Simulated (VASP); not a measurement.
F2, in a box:

```
F
1.0
     9.00000    0.00000    0.00000
     0.00000    9.50000    0.00000
     0.00000    0.00000   10.00000
F
2
Direct
  0.50000 0.50000 0.43080
  0.50000 0.50000 0.56920
```

Base run:

```yaml
Program: VASP 6.6.1
Functional: LDA
Potentials_or_basis: VASP PAW LDA potentials, release 64 (F_h)
Cutoff: 910 eV
k_mesh: 1 × 1 × 1
Occupations: gaussian, width 0.05 eV
Spin: no spin polarisation
```

Its results: gap between the frontier levels 3.79 eV; largest force 0.124 eV/Å.

**Question.** The run is repeated on the same cell with these changes: potentials or basis from VASP PAW LDA potentials, release 64 (F_h) to VASP PAW LDA potentials, release 64 (F); cutoff from 910 eV to 520 eV; further incar settings from ALGO = Normal; EDIFF = 1e-06; NBANDS = 14; NELMDL = -8 to ALGO = Normal; EDIFF = 1e-06; NBANDS = 14. What comes out?

**Answer.** Gap between the frontier levels 3.70 eV; largest force 0.604 eV/Å.

